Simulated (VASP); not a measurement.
# Pb (Fm-3m) in VASP: notebook

Pb is run at these levels: PBEsol; tasks: single point.

Everything below comes from runs of VASP 6.6.1. Logs are shortened: lines on timing, memory, paths and dates and some standing lists are left out, and cuts for length are marked.

## 1. The cell of the first run

Symmetry: Fm-3m, No. 225, cubic system. The conventional cell has a = 4.844 Å, b = 4.844 Å, c = 4.844 Å, α = 90.00°, β = 90.00°, γ = 90.00°. Within 4.5 Å of Pb (site symmetry m-3m) lie 12 Pb at 3.43 Å.

## 2. Single point, PBEsol

INCAR

```
PREC = Accurate
ENCUT = 500
EDIFF = 1E-6
ISMEAR = 0
SIGMA = 0.1
LREAL = False
LASPH = True
NELM = 120
ALGO = Normal
ISIF = 2
LWAVE = False
LCHARG = False
GGA = PS
NBANDS = 13
GGA_COMPAT = False
```

KPOINTS

```
regular mesh
0
Gamma
  16 16 16
```

POSCAR

```
Pb
1.0
    0.0000000000      2.4219333509      2.4219333509
    2.4219333509      0.0000000000      2.4219333509
    2.4219333509      2.4219333509      0.0000000000
Pb
1
Direct
    0.0000000000      0.0000000000      0.0000000000
```

Potentials or basis: VASP PAW PBE potentials, release 64 (Pb_d).

Command:

```bash
$ cat potpaw_PBE.64/Pb_d/POTCAR > POTCAR
$ mpirun -np 1 vasp_std > vasp.out
```

OUTCAR:

```text
PREC = Accurate
   ENCUT = 500
   EDIFF = 1E-6
   ISMEAR = 0
   LREAL = False
   LASPH = True
   NELM = 120
   ISIF = 2
   GGA = PS

 ion  position               nearest neighbor table
   1  0.000  0.000  0.000-

  LATTYP: Found a face centered cubic cell.
 ALAT       =     4.8438667018

  Lattice vectors:

 A1 = (   0.0000000000,   2.4219333509,   2.4219333509)
 A2 = (   2.4219333509,   0.0000000000,   2.4219333509)
 A3 = (   2.4219333509,   2.4219333509,   0.0000000000)

Analysis of symmetry for initial positions (statically):
=====================================================================
 Subroutine PRICEL returns:
 Original cell was already a primitive cell.

 Routine SETGRP: Setting up the symmetry group for a
 face centered cubic supercell.

 Subroutine GETGRP returns: Found 48 space group operations
 (whereof 48 operations were pure point group operations)
 out of a pool of 48 trial point group operations.

The static configuration has the point symmetry O_h .

Analysis of symmetry for dynamics (positions and initial velocities):
=====================================================================
 Subroutine PRICEL returns:
 Original cell was already a primitive cell.

 Routine SETGRP: Setting up the symmetry group for a
 face centered cubic supercell.

 Subroutine GETGRP returns: Found 48 space group operations
 (whereof 48 operations were pure point group operations)
 out of a pool of 48 trial point group operations.

The dynamic configuration has the point symmetry O_h .

 Subroutine INISYM returns: Found 48 space group operations
 (whereof 48 operations are pure point group operations),
 and found     1 'primitive' translations

----------------------------------------------------------------------------------------

                                     Primitive cell

  volume of cell :      28.4130

  direct lattice vectors                    reciprocal lattice vectors
     0.000000000  2.421933351  2.421933351    -0.206446639  0.206446639  0.206446639
     2.421933351  0.000000000  2.421933351     0.206446639 -0.206446639  0.206446639
     2.421933351  2.421933351  0.000000000     0.206446639  0.206446639 -0.206446639

  length of vectors
     3.425130992  3.425130992  3.425130992     0.357576068  0.357576068  0.357576068

  position of ions in fractional coordinates (direct lattice)
     0.000000000  0.000000000  0.000000000

  ion indices of the primitive-cell ions
   primitive index   ion index
                 1           1

----------------------------------------------------------------------------------------

 KPOINTS: regular mesh

Automatic generation of k-mesh.
 Grid dimensions read from file:
 generate k-points for:   16   16   16

 Generating k-lattice:

  Cartesian coordinates                     Fractional coordinates (reciprocal lattice)
    -0.012902915  0.012902915  0.012902915     0.062500000  0.000000000  0.000000000
     0.012902915 -0.012902915  0.012902915     0.000000000  0.062500000  0.000000000
     0.012902915  0.012902915 -0.012902915     0.000000000  0.000000000  0.062500000

  Length of vectors
     0.022348504  0.022348504  0.022348504

  Shift w.r.t. Gamma in fractional coordinates (k-lattice)
     0.000000000  0.000000000  0.000000000

 Subroutine IBZKPT returns following result:
 ===========================================

 Found    145 irreducible k-points:

 Following reciprocal coordinates:
            Coordinates               Weight
  0.000000  0.000000  0.000000      1.000000
  0.062500  0.000000  0.000000      8.000000
  0.125000  0.000000  0.000000      8.000000
  0.187500  0.000000  0.000000      8.000000
  0.250000  0.000000  0.000000      8.000000
  0.312500  0.000000  0.000000      8.000000
[... 16 lines left out ...]
 -0.125000  0.062500  0.000000     24.000000
 -0.062500  0.062500  0.000000     12.000000
 [... further k-points ...]
   k-points           NKPTS =    145   k-points in BZ     NKDIM =    145   number of bands    NBANDS=     13
   number of dos      NEDOS =    301   number of ions     NIONS =      1
   total plane-waves  NPLWV =  21952
   dimension x,y,z NGX =    28 NGY =   28 NGZ =   28
   dimension x,y,z NGXF=    56 NGYF=   56 NGZF=   56
   ions per type =               1
   NGX,Y,Z   is equivalent  to a cutoff of  13.59, 13.59, 13.59 a.u.
   NGXF,Y,Z  is equivalent  to a cutoff of  27.18, 27.18, 27.18 a.u.
 SYSTEM =  unknown system
   PREC   = accura    normal or accurate (medium, high low for compatibility)
   ISTART =      0    job   : 0-new  1-cont  2-samecut
   ICHARG =      2    charge: 1-file 2-atom 10-const
   ISPIN  =      1    spin polarized calculation?
   LNONCOLLINEAR =      F non collinear calculations
   LSORBIT =      F    spin-orbit coupling
   LASPH  =      T    aspherical Exc in radial PAW
   ENCUT  =  500.0 eV  36.75 Ry    6.06 a.u.   6.24  6.24  6.24*2*pi/ulx,y,z
   NELM   =    120;   NELMIN=  2; NELMDL= -5     # of ELM steps
   EDIFF  = 0.1E-05   stopping-criterion for ELM
   LREAL  =      F    real-space projection
   EDIFFG = 0.1E-04   stopping-criterion for IOM
   NSW    =      0    number of steps for IOM
   IBRION =     -1    ionic relax: 0-MD 1-quasi-New 2-CG
   NFREE  =      0    steps in history (QN), initial steepest desc. (CG)
   ISIF   =      2    stress and relaxation
   ISYM   =      2    0-nonsym 1-usesym 2-fastsym
   POTIM  = 0.5000    time-step for ionic-motion
   TEBEG  =    0.0;   TEEND  =   0.0 temperature during run
   PSTRESS=    0.0 pullay stress
   NELECT =      14.0000    total number of electrons
   NUPDOWN=      -1.0000    fix difference up-down
   EMIN   =  10.00;   EMAX   =-10.00  energy-range for DOS
   EFERMI =   0.00;   METHOD = LEGACY
   ISMEAR =     0;   SIGMA  =   0.10  broadening in eV -4-tet -1-fermi 0-gaus
   EFERMI_NEDOS =   21; number of points for ismear=-14 and -15
   IALGO  =     38    algorithm
   IMIX   =      4    mixing-type and parameters
     AMIX     =   0.40;   BMIX     =  1.00
     AMIX_MAG =   1.60;   BMIX_MAG =  1.00
  volume/ion in A,a.u.               =      28.41       191.74
  Fermi-wavevector in a.u.,A,eV,Ry     =   1.293040  2.443491 22.748297  1.671953
  Thomas-Fermi vector in A             =   2.424710
   LORBIT       =      0    0 simple, 1 ext, 2 COOP (PROOUT), +10 PAW based schemes
   GGA     = PS    functional components
   LHFCALC =     F    Hartree Fock is set to
   AEXX    =    0.0000 exact exchange contribution
   IVDW    =     0    specifies the selected vdW correction
   LEPSILON=     F    determine dielectric tensor
   LRPA    =     F    only Hartree local field effects (RPA)
 non-spin polarized calculation
 Gauss-broadening in eV      SIGMA  =   0.10
  energy-cutoff  :      500.00
  volume of cell :       28.41
 maximum number of plane-waves:       736
 NGX is ok and might be reduce to    28
   NGX = 13   NGY = 13   NGZ = 13

 number of electron      14.0000001 magnetization

 Free energy of the ion-electron system (eV)
  ---------------------------------------------------
  ext. energy  EPLUGINS =         0.00000000
  ---------------------------------------------------
  free energy    TOTEN  =        -3.98859966 eV

  energy without entropy =       -3.98664361  energy(sigma->0) =       -3.98762163

 E-fermi :   7.9018     XC(G=0): -10.6578

 val. band max:        7.8579485407   @ k =  -0.4375   0.3750   0.1875
 cond. band min:       7.9623867076   @ k =  -0.3750   0.2500   0.0000
 fundamental gap:      0.1044381668
 Fermi energy:         7.9017705946

 k-point     1 :       0.0000    0.0000    0.0000
  band No.  band energies     occupation
      1      -9.1910      2.00000
      2      -9.1910      2.00000
      3      -9.1910      2.00000
      4      -9.0179      2.00000
      5      -9.0179      2.00000
      6      -4.3787      2.00000
      7      15.7849      0.00000
      8      15.7849      0.00000
      9      15.7849      0.00000
     10      17.6476      0.00000
     11      20.0040      0.00000
     12      20.8264      0.00000
     13      20.8264      0.00000

 k-point     2 :       0.0625    0.0000    0.0000
  band No.  band energies     occupation
      1      -9.1915      2.00000
      2      -9.1840      2.00000
      3      -9.1840      2.00000
      4      -9.0186      2.00000
      5      -9.0186      2.00000
      6      -4.2982      2.00000
      7      14.7674      0.00000
      8      15.6824      0.00000
      9      15.6824      0.00000
     10      17.4992      0.00000
     11      20.3843      0.00000
     12      21.0060      0.00000
     13      21.0060      0.00000

 k-point     3 :       0.1250    0.0000    0.0000
  band No.  band energies     occupation
      1      -9.1934      2.00000
      2      -9.1668      2.00000
      3      -9.1668      2.00000
      4      -9.0176      2.00000
      5      -9.0176      2.00000
      6      -4.0561      2.00000
      7      12.8043      0.00000
      8      15.4126      0.00000
      9      15.4126      0.00000
     10      17.3238      0.00000
     11      20.9017      0.00000
     12      21.4963      0.00000
     13      21.4964      0.00000

 k-point     4 :       0.1875    0.0000    0.0000
  band No.  band energies     occupation
      1      -9.1983      2.00000
      2      -9.1508      2.00000
      3      -9.1508      2.00000
      4      -9.0060      2.00000
      5      -9.0060      2.00000
      6      -3.6513      2.00000
      7      10.7173      0.00000
      8      15.0521      0.00000
      9      15.0521      0.00000
     10      17.1782      0.00000
     11      20.4823      0.00000
     12      21.2446      0.00000
     13      21.2446      0.00000

 k-point     5 :       0.2500    0.0000    0.0000
  band No.  band energies     occupation
      1      -9.2068      2.00000
      2      -9.1476      2.00000
      3      -9.1476      2.00000
      4      -8.9760      2.00000
      5      -8.9760      2.00000
      6      -3.0864      2.00000
      7       8.7036      0.00000
      8      14.6698      0.00000
      9      14.6698      0.00000
     10      17.0781      0.00000
     11      19.6684      0.00000
     12      20.6106      0.00000
     13      20.6106      0.00000
[... 257 lines left out ...]
 k-point    22 :      -0.1875    0.0625    0.0000
  band No.  band energies     occupation
      1      -9.2014      2.00000
      2      -9.1428      2.00000
      3      -9.1406      2.00000
      4      -9.0226      2.00000
      5      -8.9774      2.00000
      6      -3.4090      2.00000
      7      10.0596      0.00000
      8      13.5547      0.00000
      9      15.5300      0.00000
     10      17.6286      0.00000
     11      19.5742      0.00000
     12      20.4700      0.00000
     13      21.6533      0.00000

 k-point    23 :      -0.1250    0.0625    0.0000
  band No.  band energies     occupation
      1      -9.1977      2.00000
      2      -9.1564      2.00000
      3      -9.1508      2.00000
      4      -9.0320      2.00000
      5      -9.0004      2.00000
      6      -3.8675      2.00000
      7      12.0825      0.00000
      8      14.0113      0.00000
      9      15.8378      0.00000
     10      17.6382      0.00000
     11      20.2981      0.00000
     12      21.0384      0.00000
     13      21.0770      0.00000

 k-point    24 :      -0.0625    0.0625    0.0000
  band No.  band energies     occupation
      1      -9.1950      2.00000
      2      -9.1756      2.00000
      3      -9.1682      2.00000
      4      -9.0266      2.00000
      5      -9.0117      2.00000
      6      -4.1639      2.00000
      7      13.8903      0.00000
      8      14.7024      0.00000
      9      15.8940      0.00000
     10      17.5335      0.00000
     11      20.4298      0.00000
     12      20.9034      0.00000
     13      21.6006      0.00000

 [... further k-points ...]

------------------------ aborting loop because EDIFF is reached ----------------------------------------

  FORCE on cell =-STRESS in cart. coord.  units (eV):
  Direction    XX          YY          ZZ          XY          YZ          ZX
  --------------------------------------------------------------------------------------
  -------------------------------------------------------------------------------------
  Total        0.5183118      0.5183118      0.5183118     -0.0000000     -0.0000000     -0.0000000
  in kB       29.2270576     29.2270576     29.2270576     -0.0000000     -0.0000000     -0.0000000
  external PRESSURE =      29.2270576 kB  Pullay stress =       0.0000000 kB

 VOLUME and BASIS-vectors are now :
 -----------------------------------------------------------------------------
  energy-cutoff  :      500.00
  volume of cell :       28.41
      direct lattice vectors                 reciprocal lattice vectors
     0.000000000  2.421933351  2.421933351    -0.206446639  0.206446639  0.206446639
     2.421933351  0.000000000  2.421933351     0.206446639 -0.206446639  0.206446639
     2.421933351  2.421933351  0.000000000     0.206446639  0.206446639 -0.206446639

 POSITION                                       TOTAL-FORCE (eV/Angst)
 -----------------------------------------------------------------------------------
      0.00000      0.00000      0.00000         0.000000     -0.000000      0.000000
 -----------------------------------------------------------------------------------
    total drift:                               -0.000000     -0.000000     -0.000000

  FREE ENERGIE OF THE ION-ELECTRON SYSTEM (eV)
  ---------------------------------------------------
  free  energy   TOTEN  =        -3.9885996619 eV

  energy  without entropy=       -3.9866436064  energy(sigma->0) =       -3.98762163
```

Wall time 29 s (1 thread of Intel Xeon Platinum 8488C (Sapphire Rapids), shared host); peak memory 0.19 GiB.

Results:

| Item | Value |
| --- | --- |
| Free energy | -3.9886 eV |
| Pressure | 2.9 GPa |
| Band gap on the k mesh | zero (band 7 reaches 15.78 eV, above the bottom of band 8 at 6.00 eV) |

Caveat: the PAW data sets were made with another functional, which shifts forces and pressure a little; spin-orbit coupling is left out, which moves the levels of the heavy elements.

(Continued in part 2 of 2.)
